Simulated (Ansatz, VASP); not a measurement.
**Two plane-wave programs on Bi2Te3**

The input INCAR:

```
  ALGO = Normal
  EDIFF = 1E-7
  ENCUT = 520
  GGA = PS
  ISIF = 2
  ISMEAR = -1
  LASPH = True
  LCHARG = False
  LREAL = False
  LWAVE = False
  NBANDS = 32
  NELM = 80
  PREC = Accurate
  SIGMA = 0.05
```

Contents of KPOINTS:

```
k-points
0
Gamma
  6 6 6
```

Contents of POSCAR:

```
Bi2Te3
1.0
    2.1930000000      1.2661291403     10.1656666667
   -2.1930000000      1.2661291403     10.1656666667
    0.0000000000     -2.5322582807     10.1656666667
Bi Te
2 3
Direct
    0.6000000000      0.6000000000      0.6000000000
    0.4000000000      0.4000000000      0.4000000000
    0.7905000000      0.7905000000      0.7905000000
    0.2095000000      0.2095000000      0.2095000000
    0.0000000000      0.0000000000      0.0000000000
```

Contents of input.yaml:

```yaml
crystal:
  lattice:
    - [2.193, 1.2661291403, 10.1656666667]
    - [-2.193, 1.2661291403, 10.1656666667]
    - [0.0, -2.5322582807, 10.1656666667]
  atoms:
    - { symbol: Bi, position: [0.6, 0.6, 0.6] }
    - { symbol: Bi, position: [0.4, 0.4, 0.4] }
    - { symbol: Te, position: [0.7905, 0.7905, 0.7905] }
    - { symbol: Te, position: [0.2095, 0.2095, 0.2095] }
    - { symbol: Te, position: [0.0, 0.0, 0.0] }
hamiltonian:
  xc: pbesol
  pseudopotentials: { kind: paw }
kpoints:
  mp_grid: { grid: [6, 6, 6] }
  band_path:
    path:
      - [[0.0, 0.0, 0.0], [0.5, 0.0, 0.0], [0.5, 0.1770083925, -0.1770083925]]
      - [[0.8229916075, 0.5, 0.1770083925], [0.5, 0.5, 0.5], [0.0, 0.0, 0.0], [0.3385041962, 0.0, -0.3385041962]]
      - [[0.6614958038, 0.3385041962, 0.0], [0.5, 0.5, 0.0], [0.6614958038, 0.6614958038, 0.1770083925], [0.5, 0.5, 0.5]]
      - [[0.5, 0.0, 0.0], [0.8229916075, 0.3385041962, 0.3385041962]]
    npoints: 14
scf:
  occupations: { method: fermi_dirac, width: 0.05 }
  n_extra_bands: 12
output:
  forces: true
  stress: true
  eigenvalues: true
  fatbands: false
```

Alike in both runs: functional PBEsol; k mesh 6 × 6 × 6; occupations fermi-dirac, width 0.05 eV; no spin polarisation.

|  | VASP | Ansatz |
| --- | --- | --- |
| version | VASP 6.6.1 | Ansatz 0.2.0 |
| potentials or method | VASP PAW PBE potentials, release 64 (Bi_d, Te) | Ansatz PAW |
| plane-wave cutoff (eV) | 520 | 420 |
| valence electrons in the cell | 48 | 78 |
| task | single point | band structure |

|  | VASP | Ansatz | Ansatz less VASP |
| --- | --- | --- | --- |
| gap on the k mesh at the Fermi level (eV) | 0.23 | 0.24 | +0.011 |
| least direct gap on the mesh (eV) | 0.23 | 0.24 | +0.011 |
| pressure (GPa) | -0.6 | -0.6 | -0.02 |
| traceless stress, the component that is largest in VASP (GPa) | -0.19 | -0.19 | -0.003 |
| rms of the force components (eV/Å) | 0.035 | 0.042 | +0.0075 |

VASP's potentials were made for PBE, not for PBEsol. Atom by atom the forces differ by 0.008 eV/Å (rms over components). VASP's potentials hold 48 valence electrons a cell and Ansatz's 78, so a difference there can come from the potentials and not from the codes.

Neither program's run includes spin-orbit coupling.
